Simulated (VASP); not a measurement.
Here is a VASP 6.6.1 calculation.

The input INCAR:

```
  PREC = Accurate
  ENCUT = 500
  EDIFF = 1E-6
  ISMEAR = 0
  SIGMA = 0.1
  LREAL = F
  LASPH = T
  NELM = 120
  ALGO = Normal
  ISIF = 2
  LWAVE = F
  LCHARG = T
  GGA = PE
  LELF = T
  LVHAR = T
  NBANDS = 98
  GGA_COMPAT = F
```

Contents of KPOINTS:

```
regular mesh
0
Gamma
  12 12 1
```

POSCAR

```
Ga4SnS3
1.0
    3.5536266067      0.0000000000      0.0000000000
   -1.7768133034      3.0775309170      0.0000000000
    0.0000000000      0.0000000000     34.1669217889
Ga Sn S
8 2 6
Direct
    0.0000000000      0.0000000000      0.9640933468
    0.0000000000      0.0000000000      0.0359066532
    0.6666666667      0.3333333333      0.2703294370
    0.6666666667      0.3333333333      0.1984409980
    0.6666666667      0.3333333333      0.3931789268
    0.3333333333      0.6666666667      0.7296705630
    0.3333333333      0.6666666667      0.8015590020
    0.3333333333      0.6666666667      0.6068210732
    0.3333333333      0.6666666667      0.4622856375
    0.6666666667      0.3333333333      0.5377143625
    0.6666666667      0.3333333333      0.9315322742
    0.3333333333      0.6666666667      0.0684677258
    0.0000000000      0.0000000000      0.3033194254
    0.0000000000      0.0000000000      0.1659199991
    0.0000000000      0.0000000000      0.6966805746
    0.0000000000      0.0000000000      0.8340800009
```

Potentials or basis: VASP PAW PBE potentials, release 64 (Ga_d, Sn_d, S).

Command:

```sh
$ cat potpaw_PBE.64/Ga_d/POTCAR potpaw_PBE.64/Sn_d/POTCAR potpaw_PBE.64/S/POTCAR > POTCAR
$ mpirun -np 1 vasp_std > vasp.out
```

Question: Predict the band gap on the k mesh.

Answer: Zero (bands 84 and 85 overlap by 3.12 eV).

Question: What does it give for the largest force?

Answer: 0.005 eV/Å.

Question: Predict the pressure.

Answer: 1.2 GPa.

Forces in eV/Å, atoms in the order of the input:
```
Ga   0.000  0.000 -0.002
Ga   0.000  0.000  0.002
Ga   0.000  0.000  0.001
Ga   0.000  0.000 -0.001
Ga   0.000  0.000  0.000
Ga   0.000  0.000 -0.001
Ga   0.000  0.000  0.001
Ga   0.000  0.000  0.000
Sn   0.000  0.000  0.001
Sn   0.000  0.000 -0.001
S    0.000  0.000 -0.005
S    0.000  0.000  0.005
S    0.000  0.000  0.002
S    0.000  0.000 -0.005
S    0.000  0.000 -0.002
S    0.000  0.000  0.005
```

Caveat: spin-orbit coupling is left out, which moves the levels of the heavy elements; this functional lacks dispersion, which binds the layers, so the pressure and a relaxed spacing across them are unreliable.
